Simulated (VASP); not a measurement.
# I (Fmmm) in VASP: settings compared, part 2 of 2

VASP 6.6.1.

### 3 Relaxation of cell and atoms, PBEsol+D3(BJ)

INCAR

```
ALGO = Normal
EDIFF = 1E-7
EDIFFG = -0.02
ENCUT = 600
GGA = PS
IBRION = 2
ISIF = 3
ISMEAR = -1
IVDW = 12
LASPH = True
LCHARG = False
LREAL = False
LWAVE = False
NELM = 100
NSW = 80
PREC = Accurate
SIGMA = 0.05
```

KPOINTS

```
k-points
0
Gamma
  9 9 9
```

POSCAR

```
I
1.0
    0.0000000000      2.3656004428      3.9098401324
    2.1922454667      0.0000000000      3.9098401324
    2.1922454667      2.3656004428      0.0000000000
I
1
Direct
    0.0000000000      0.0000000000      0.0000000000
```

Potentials or basis: VASP PAW PBE potentials, release 64 (I).

On the command line:

```sh
$ cat potpaw_PBE.64/I/POTCAR > POTCAR
$ mpirun -np 1 vasp_std > vasp.out
```

OUTCAR:

```text
EDIFF = 1E-7
   EDIFFG = -0.02
   ENCUT = 600
   GGA = PS
   IBRION = 2
   ISIF = 3
   ISMEAR = -1
   IVDW = 12
   LASPH = True
   LREAL = False
   NELM = 100
   NSW = 80
   PREC = Accurate
 IVDW          = 12

 ion  position               nearest neighbor table
   1  0.000  0.000  0.000-

  LATTYP: Found a face centered orthorhombic cell.
 ALAT       =     4.3844909334
 B/A-ratio  =     1.0790764441
 C/A-ratio  =     1.7834864717

  Lattice vectors:

 A1 = (   0.0000000000,   2.3656004428,   3.9098401324)
 A2 = (   2.1922454667,   0.0000000000,   3.9098401324)
 A3 = (   2.1922454667,   2.3656004428,   0.0000000000)

Analysis of symmetry for initial positions (statically):
=====================================================================
 Subroutine PRICEL returns:
 Original cell was already a primitive cell.

 Routine SETGRP: Setting up the symmetry group for a
 face centered orthorhombic supercell.

 Subroutine GETGRP returns: Found  8 space group operations
 (whereof  8 operations were pure point group operations)
 out of a pool of  8 trial point group operations.

The static configuration has the point symmetry D_2h.

Analysis of symmetry for dynamics (positions and initial velocities):
=====================================================================
 Subroutine PRICEL returns:
 Original cell was already a primitive cell.

 Routine SETGRP: Setting up the symmetry group for a
 face centered orthorhombic supercell.

 Subroutine GETGRP returns: Found  8 space group operations
 (whereof  8 operations were pure point group operations)
 out of a pool of  8 trial point group operations.

The dynamic configuration has the point symmetry D_2h.

 Subroutine INISYM returns: Found  8 space group operations
 (whereof  8 operations are pure point group operations),
 and found     1 'primitive' translations

----------------------------------------------------------------------------------------

                                     Primitive cell

  volume of cell :      40.5527

  direct lattice vectors                    reciprocal lattice vectors
     0.000000000  2.365600443  3.909840132    -0.228076649  0.211362828  0.127882467
     2.192245467  0.000000000  3.909840132     0.228076649 -0.211362828  0.127882467
     2.192245467  2.365600443  0.000000000     0.228076649  0.211362828 -0.127882467

  length of vectors
     4.569782852  4.482498193  3.225214046     0.336224818  0.336224818  0.336224818

  position of ions in fractional coordinates (direct lattice)
     0.000000000  0.000000000  0.000000000

  ion indices of the primitive-cell ions
   primitive index   ion index
                 1           1

----------------------------------------------------------------------------------------

 KPOINTS: k-points

Automatic generation of k-mesh.
 Grid dimensions read from file:
 generate k-points for:    9    9    9

 Generating k-lattice:

  Cartesian coordinates                     Fractional coordinates (reciprocal lattice)
    -0.025341850  0.023484759  0.014209163     0.111111111  0.000000000  0.000000000
     0.025341850 -0.023484759  0.014209163     0.000000000  0.111111111  0.000000000
     0.025341850  0.023484759 -0.014209163     0.000000000  0.000000000  0.111111111

  Length of vectors
     0.037358313  0.037358313  0.037358313

  Shift w.r.t. Gamma in fractional coordinates (k-lattice)
     0.000000000  0.000000000  0.000000000

 Subroutine IBZKPT returns following result:
 ===========================================

 Found    125 irreducible k-points:

 Following reciprocal coordinates:
            Coordinates               Weight
  0.000000  0.000000  0.000000      1.000000
  0.111111  0.000000  0.000000      8.000000
  0.222222  0.000000  0.000000      8.000000
  0.333333  0.000000  0.000000      8.000000
  0.444444  0.000000  0.000000      8.000000
  0.111111  0.111111  0.000000      2.000000
[... 16 lines left out ...]
 -0.333333  0.333333 -0.000000      4.000000
  0.444444  0.444444  0.000000      2.000000
 [... further k-points ...]
   k-points           NKPTS =    125   k-points in BZ     NKDIM =    125   number of bands    NBANDS=      7
   number of dos      NEDOS =    301   number of ions     NIONS =      1
   total plane-waves  NPLWV =  40320
   dimension x,y,z NGX =    40 NGY =   36 NGZ =   28
   dimension x,y,z NGXF=    80 NGYF=   72 NGZF=   56
   ions per type =               1
   NGX,Y,Z   is equivalent  to a cutoff of  14.55, 13.35, 14.43 a.u.
   NGXF,Y,Z  is equivalent  to a cutoff of  29.10, 26.70, 28.87 a.u.
 SYSTEM =  unknown system
   PREC   = accura    normal or accurate (medium, high low for compatibility)
   ISTART =      0    job   : 0-new  1-cont  2-samecut
   ICHARG =      2    charge: 1-file 2-atom 10-const
   ISPIN  =      1    spin polarized calculation?
   LNONCOLLINEAR =      F non collinear calculations
   LSORBIT =      F    spin-orbit coupling
   LASPH  =      T    aspherical Exc in radial PAW
   ENCUT  =  600.0 eV  44.10 Ry    6.64 a.u.   9.13  8.95  6.44*2*pi/ulx,y,z
   NELM   =    100;   NELMIN=  2; NELMDL= -5     # of ELM steps
   EDIFF  = 0.1E-06   stopping-criterion for ELM
   LREAL  =      F    real-space projection
   EDIFFG = -.2E-01   stopping-criterion for IOM
   NSW    =     80    number of steps for IOM
   IBRION =      2    ionic relax: 0-MD 1-quasi-New 2-CG
   NFREE  =      1    steps in history (QN), initial steepest desc. (CG)
   ISIF   =      3    stress and relaxation
   ISYM   =      2    0-nonsym 1-usesym 2-fastsym
   POTIM  = 0.5000    time-step for ionic-motion
   TEBEG  =    0.0;   TEEND  =   0.0 temperature during run
   PSTRESS=    0.0 pullay stress
   NELECT =       7.0000    total number of electrons
   NUPDOWN=      -1.0000    fix difference up-down
   EMIN   =  10.00;   EMAX   =-10.00  energy-range for DOS
   EFERMI =   0.00;   METHOD = LEGACY
   ISMEAR =    -1;   SIGMA  =   0.05  broadening in eV -4-tet -1-fermi 0-gaus
   EFERMI_NEDOS =   21; number of points for ismear=-14 and -15
   IALGO  =     38    algorithm
   IMIX   =      4    mixing-type and parameters
     AMIX     =   0.40;   BMIX     =  1.00
     AMIX_MAG =   1.60;   BMIX_MAG =  1.00
  volume/ion in A,a.u.               =      40.55       273.66
  Fermi-wavevector in a.u.,A,eV,Ry     =   0.911523  1.722529 11.304731  0.830874
  Thomas-Fermi vector in A             =   2.035812
   LORBIT       =      0    0 simple, 1 ext, 2 COOP (PROOUT), +10 PAW based schemes
   GGA     = PS    functional components
   LHFCALC =     F    Hartree Fock is set to
   AEXX    =    0.0000 exact exchange contribution
   IVDW    =    12    specifies the selected vdW correction
   LEPSILON=     F    determine dielectric tensor
   LRPA    =     F    only Hartree local field effects (RPA)
 conjugate gradient relaxation of ions
 non-spin polarized calculation
  energy-cutoff  :      600.00
  volume of cell :       40.55
 maximum number of plane-waves:      1376
 NGX is ok and might be reduce to    40
   NGX = 19   NGY = 17   NGZ = 13

--------------------------------------- Ionic step        1  -------------------------------------------

 number of electron       6.9999999 magnetization

 Free energy of the ion-electron system (eV)
  ---------------------------------------------------
  ext. energy  EPLUGINS =         0.00000000
  ---------------------------------------------------
  free energy    TOTEN  =        -1.65694750 eV

  energy without entropy =       -1.65177051  energy(sigma->0) =       -1.65435901

------------------------ aborting loop because EDIFF is reached ----------------------------------------

 Edisp (eV)   -0.29776

 E8    (eV) :    -0.1986
[... 102 lines left out ...]
  FREE ENERGIE OF THE ION-ELECTRON SYSTEM (eV)
  ---------------------------------------------------
  free  energy   TOTEN  =        -1.9818574202 eV

  energy  without entropy=       -1.9777639547  energy(sigma->0) =       -1.97981069

 E-fermi :   4.5229     XC(G=0):  -8.8640

 val. band max:        4.5176581629   @ k =  -0.2222   0.0000   0.1111
 cond. band min:       4.5694496722   @ k =  -0.1111   0.1111   0.1111
 fundamental gap:      0.0517915093
 Fermi energy:         4.5229205503

 k-point     1 :       0.0000    0.0000    0.0000
  band No.  band energies     occupation
      1     -10.0032      2.00000
      2       2.3515      2.00000
      3       5.4505      0.00000
      4       5.7468      0.00000
      5       8.7033      0.00000
      6      11.8705      0.00000
      7      12.8734      0.00000
[... 221 lines left out ...]
 k-point    24 :       0.4444    0.4444    0.0000
  band No.  band energies     occupation
      1      -9.6764      2.00000
      2      -0.1990      2.00000
      3       5.1640      0.00001
      4       5.4831      0.00000
      5      11.2694      0.00000
      6      11.7949      0.00000
      7      15.3457      0.00000

 [... further k-points ...]

[... ionic steps 4 to 10 ...]

--------------------------------------- Ionic step       11  -------------------------------------------

 number of electron       7.0000000 magnetization

------------------------ aborting loop because EDIFF is reached ----------------------------------------
[... 73 lines left out ...]
--------------------------------------- Ionic step       13  -------------------------------------------

 number of electron       7.0000000 magnetization

 Free energy of the ion-electron system (eV)
  ---------------------------------------------------
  ext. energy  EPLUGINS =         0.00000000
  ---------------------------------------------------
  free energy    TOTEN  =        -1.65288183 eV

  energy without entropy =       -1.64774362  energy(sigma->0) =       -1.65031272

 E-fermi :   5.3491     XC(G=0):  -9.3172

 val. band max:        5.2877216208   @ k =  -0.1111  -0.0000   0.1111
 cond. band min:       5.3686861512   @ k =   0.0000   0.1111   0.1111
 fundamental gap:      0.0809645304
 Fermi energy:         5.3491250008

 k-point     1 :       0.0000    0.0000    0.0000
  band No.  band energies     occupation
      1      -9.2691      2.00000
      2       3.9679      2.00000
      3       6.4969      0.00000
      4       6.5067      0.00000
      5      10.3816      0.00000
      6      12.8590      0.00000
      7      14.0218      0.00000
[... 262 lines left out ...]
  FREE ENERGIE OF THE ION-ELECTRON SYSTEM (eV)
  ---------------------------------------------------
  free  energy   TOTEN  =        -2.0086899892 eV

  energy  without entropy=       -2.0035517832  energy(sigma->0) =       -2.00612089

 reached required accuracy - stopping structural energy minimisation
```

CONTCAR:

```text
I
   1.00000000000000
     0.0000000000000000    2.2242615446446203    3.4352485268826305
     2.2183437554616283   -0.0000000000000001    3.4352485268826305
     2.2183437554616283    2.2242615446446203    0.0000000000000000
  I
     1
Direct
     0.0000000000000000    0.0000000000000000    0.0000000000000000

  0.00000000E+00  0.00000000E+00  0.00000000E+00
```

It took 2.9 min on 1 thread of Intel Xeon 6975P-C (Granite Rapids), shared host; peak memory 0.24 GiB.

Results:

* Free energy: -2.0087 eV
* Relaxed volume: 33.90 Å³/atom
* Relaxed cell: a = 4.092 Å, b = 4.089 Å, c = 3.141 Å, α = 67.48°, β = 67.37°, γ = 45.16°
* Space group after relaxing (to 0.05 Å): I4/mmm (No. 139)
* Energy gained by relaxing: 54.0 meV/atom
* Ionic steps: 13
* Pressure after relaxing: -0.1 GPa
* Dispersion energy per atom: -0.356 eV

Step by step:
```
step  energy change (eV)  largest force (eV/Å)  pressure (GPa)  volume (Å³)
   1              0.0000                0.0000           -2.59        40.55
   2             -0.0238                0.0000            0.71        36.82
   3             -0.0271                0.0000           -0.29        37.70
   4             -0.0353                0.0000           -0.25        36.89
   5             -0.0512                0.0000            0.09        34.46
   6             -0.0518                0.0000            0.32        33.64
   7             -0.0519                0.0000            0.24        33.90
   8             -0.0518                0.0000           -0.41        34.33
   9             -0.0522                0.0000           -0.07        34.10
  10             -0.0525                0.0000           -0.06        34.09
  11             -0.0532                0.0000           -0.05        34.05
  12             -0.0539                0.0000           -0.07        33.95
  13             -0.0540                0.0000           -0.08        33.90
```

Final structure:
```xyz
1
Lattice="0.0000 2.2243 3.4352 2.2183 0.0000 3.4352 2.2183 2.2243 0.0000" Properties=species:S:1:pos:R:3 pbc="T T T"
I     0.0000    0.0000    0.0000
```

Levels at points of the mesh, in eV from the Fermi level:
```csv
k point,band 1,band 2,band 3,band 4,band 5,band 6,band 7
"(0.00, 0.00, 0.00)",-14.62,-1.38,1.15,1.16,5.03,7.51,8.67
```

Caveat: the volume moved by over 15 % at a fixed basis, so the end points are rough; the PAW data sets were made with another functional, which shifts forces and pressure a little; spin-orbit coupling is left out, which moves the levels of the heavy elements; an odd number of electrons without spin polarisation forces a metal; a magnetic or distorted state may lie lower; pairwise dispersion overbinds metals, which lowers pressure and volume.
